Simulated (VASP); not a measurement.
# ZnGe3 (P4/mmm) in VASP: further runs, part 2 of 2

VASP 6.6.1.

## 4. Single point, PBEsol

This run uses another cell than the first one, of 18.94 Å³/atom.

INCAR

```
ALGO = Normal
EDIFF = 1E-6
ENCUT = 520
GGA = PS
ISIF = 2
ISMEAR = -1
LASPH = T
LCHARG = F
LREAL = F
LWAVE = F
NBANDS = 35
NELM = 60
PREC = Accurate
SIGMA = 0.1
```

KPOINTS

```
k-points
0
Gamma
  8 8 8
```

POSCAR

```
ZnGe3
1.0
    4.2223630000      0.0000000000      0.0000000000
    0.0000000000      4.2223630000      0.0000000000
    0.0000000000      0.0000000000      4.2505120867
Zn Ge
1 3
Direct
    0.0000000000      0.0000000000      0.0000000000
    0.0000000000      0.5000000000      0.5000000000
    0.5000000000      0.0000000000      0.5000000000
    0.5000000000      0.5000000000      0.0000000000
```

Potentials or basis: VASP PAW PBE potentials, release 64 (Zn, Ge_d).

Command:

```bash
> cat potpaw_PBE.64/Zn/POTCAR potpaw_PBE.64/Ge_d/POTCAR > POTCAR
> mpirun -np 1 vasp_std > vasp.out
```

OUTCAR:

```text
EDIFF = 1E-6
   ENCUT = 520
   GGA = PS
   ISIF = 2
   ISMEAR = -1
   LASPH = T
   LREAL = F
   NELM = 60
   PREC = Accurate

 ion  position               nearest neighbor table
   1  0.000  0.000  0.000-
   2  0.000  0.500  0.500-
   3  0.500  0.000  0.500-
   4  0.500  0.500  0.000-

  LATTYP: Found a simple tetragonal cell.
 ALAT       =     4.2223630000
 C/A-ratio  =     1.0066666667

  Lattice vectors:

 A1 = (   4.2223630000,   0.0000000000,   0.0000000000)
 A2 = (   0.0000000000,   4.2223630000,   0.0000000000)
 A3 = (   0.0000000000,   0.0000000000,   4.2505120867)

Analysis of symmetry for initial positions (statically):
=====================================================================
 Subroutine PRICEL returns:
 Original cell was already a primitive cell.

 Routine SETGRP: Setting up the symmetry group for a
 simple tetragonal supercell.

 Subroutine GETGRP returns: Found 16 space group operations
 (whereof 16 operations were pure point group operations)
 out of a pool of 16 trial point group operations.

The static configuration has the point symmetry D_4h.

Analysis of symmetry for dynamics (positions and initial velocities):
=====================================================================
 Subroutine PRICEL returns:
 Original cell was already a primitive cell.

 Routine SETGRP: Setting up the symmetry group for a
 simple tetragonal supercell.

 Subroutine GETGRP returns: Found 16 space group operations
 (whereof 16 operations were pure point group operations)
 out of a pool of 16 trial point group operations.

The dynamic configuration has the point symmetry D_4h.
[... 108 lines left out ...]
   NFREE  =      0    steps in history (QN), initial steepest desc. (CG)
   ISIF   =      2    stress and relaxation
   ISYM   =      2    0-nonsym 1-usesym 2-fastsym
   POTIM  = 0.5000    time-step for ionic-motion
   TEBEG  =    0.0;   TEEND  =   0.0 temperature during run
   PSTRESS=    0.0 pullay stress
   NELECT =      54.0000    total number of electrons
   NUPDOWN=      -1.0000    fix difference up-down
   EMIN   =  10.00;   EMAX   =-10.00  energy-range for DOS
   EFERMI =   0.00;   METHOD = LEGACY
   ISMEAR =    -1;   SIGMA  =   0.10  broadening in eV -4-tet -1-fermi 0-gaus
   EFERMI_NEDOS =   21; number of points for ismear=-14 and -15
   IALGO  =     38    algorithm
   IMIX   =      4    mixing-type and parameters
     AMIX     =   0.40;   BMIX     =  1.00
     AMIX_MAG =   1.60;   BMIX_MAG =  1.00
  volume/ion in A,a.u.               =      18.94       127.85
  Fermi-wavevector in a.u.,A,eV,Ry     =   1.462251  2.763254 29.091681  2.138178
  Thomas-Fermi vector in A             =   2.578487
   LORBIT       =      0    0 simple, 1 ext, 2 COOP (PROOUT), +10 PAW based schemes
   GGA     = PS    functional components
   LHFCALC =     F    Hartree Fock is set to
   AEXX    =    0.0000 exact exchange contribution
   IVDW    =     0    specifies the selected vdW correction
   LEPSILON=     F    determine dielectric tensor
   LRPA    =     F    only Hartree local field effects (RPA)
 non-spin polarized calculation
  energy-cutoff  :      520.00
  volume of cell :       75.78
 maximum number of plane-waves:      2055
 NGX is ok and might be reduce to    32
   NGX = 15   NGY = 15   NGZ = 15

 number of electron      54.0000044 magnetization

 Free energy of the ion-electron system (eV)
  ---------------------------------------------------
  ext. energy  EPLUGINS =         0.00000000
  ---------------------------------------------------
  free energy    TOTEN  =       -15.32058088 eV

  energy without entropy =      -15.24886185  energy(sigma->0) =      -15.28472137

 E-fermi :   5.4260     XC(G=0): -11.2191

 val. band max:        5.4215022943   @ k =   0.1250   0.1250   0.2500
 cond. band min:       5.4334526260   @ k =   0.5000   0.5000   0.0000
 fundamental gap:      0.0119503318
 Fermi energy:         5.4259628395

 k-point     1 :       0.0000    0.0000    0.0000
  band No.  band energies     occupation
      1     -19.3349      2.00000
      2     -19.3312      2.00000
      3     -19.3312      2.00000
      4     -19.3206      2.00000
      5     -19.2878      2.00000
      6     -19.2827      2.00000
[... 901 lines left out ...]
     34      11.8938      0.00000
     35      12.1018      0.00000

 [... further k-points ...]
[... 5 lines left out ...]
  --------------------------------------------------------------------------------------
  -------------------------------------------------------------------------------------
  Total       -2.0393539     -2.0393539     -1.8701297      0.0000000      0.0000000     -0.0000000
  in kB      -43.1172235    -43.1172235    -39.5393850      0.0000000      0.0000000     -0.0000000
  external PRESSURE =     -41.9246107 kB  Pullay stress =       0.0000000 kB

 VOLUME and BASIS-vectors are now :
 -----------------------------------------------------------------------------
  energy-cutoff  :      520.00
  volume of cell :       75.78
      direct lattice vectors                 reciprocal lattice vectors
     4.222363000  0.000000000  0.000000000     0.236834209  0.000000000  0.000000000
     0.000000000  4.222363000  0.000000000     0.000000000  0.236834209  0.000000000
     0.000000000  0.000000000  4.250512087     0.000000000  0.000000000  0.235265770

 POSITION                                       TOTAL-FORCE (eV/Angst)
 -----------------------------------------------------------------------------------
      0.00000      0.00000      0.00000         0.000000      0.000000      0.000000
      0.00000      2.11118      2.12526         0.000000      0.000000      0.000000
      2.11118      0.00000      2.12526         0.000000      0.000000      0.000000
      2.11118      2.11118      0.00000         0.000000      0.000000      0.000000
 -----------------------------------------------------------------------------------
    total drift:                                0.000000     -0.000000     -0.000000

  FREE ENERGIE OF THE ION-ELECTRON SYSTEM (eV)
  ---------------------------------------------------
  free  energy   TOTEN  =       -15.3205808836 eV

  energy  without entropy=      -15.2488618543  energy(sigma->0) =      -15.28472137
```

OSZICAR:

```text
N       E                     dE             d eps       ncg     rms          rms(c)
DAV:   1     0.430669806040E+03    0.43067E+03   -0.26748E+04  6180   0.415E+03
DAV:   2     0.600232138014E+02   -0.37065E+03   -0.36146E+03  5250   0.756E+02
DAV:   3    -0.119036497062E+02   -0.71927E+02   -0.71063E+02  5710   0.201E+02
DAV:   4    -0.155356839963E+02   -0.36320E+01   -0.36095E+01  6059   0.506E+01
DAV:   5    -0.156034747419E+02   -0.67791E-01   -0.67756E-01  5749   0.794E+00    0.307E+00
DAV:   6    -0.153487887393E+02    0.25469E+00   -0.11283E+00  6357   0.160E+01    0.255E+00
DAV:   7    -0.153288987146E+02    0.19890E-01   -0.14832E-01  5651   0.391E+00    0.111E+00
DAV:   8    -0.153210348041E+02    0.78639E-02   -0.20927E-02  6136   0.118E+00    0.186E-01
DAV:   9    -0.153205726542E+02    0.46215E-03   -0.15388E-03  6285   0.531E-01    0.577E-02
DAV:  10    -0.153205791516E+02   -0.64974E-05   -0.46725E-04  5985   0.201E-01    0.213E-02
DAV:  11    -0.153205793993E+02   -0.24776E-06   -0.38485E-05  7226   0.121E-01    0.904E-03
DAV:  12    -0.153205808530E+02   -0.14536E-05   -0.76012E-06  5540   0.868E-02    0.251E-03
DAV:  13    -0.153205808836E+02   -0.30581E-07   -0.64756E-07  3060   0.275E-02
   1 F= -.15320581E+02 E0= -.15284721E+02  d E =-.717190E-01
```

It took 1.9 min on 1 thread of Oxide Virtual Turin-like, shared host; peak memory 0.25 GiB.

What came out:

- Free energy: -15.3206 eV
- Pressure: -4.2 GPa
- Band gap on the k mesh: zero (bands 27 and 28 overlap by 4.23 eV)

Caveat: the cell stands under tension; the PAW data sets were made with another functional, which shifts forces and pressure a little.

## 5. Summary

| cell | gap on the mesh (eV) | pressure (GPa) |
| --- | --- | --- |
| a = 4.222, b = 4.222, c = 4.166 Å, 4 atoms | none | -3.1 |
| a = 4.222, b = 4.222, c = 4.194 Å, 4 atoms | none | -3.5 |
| a = 4.222, b = 4.222, c = 4.251 Å, 4 atoms | none | -4.2 |

Alike in all rows: task single point; level PBEsol; potentials or basis VASP PAW PBE potentials, release 64 (Zn, Ge_d); no spin polarisation; k mesh 8 × 8 × 8; cutoff (eV) 520; smearing fermi-dirac 0.1 eV.

Caveats: the cell stands under tension; the PAW data sets were made with another functional, which shifts forces and pressure a little.

Total energies depend on the potentials used, so only differences within one code and one set of settings carry meaning.
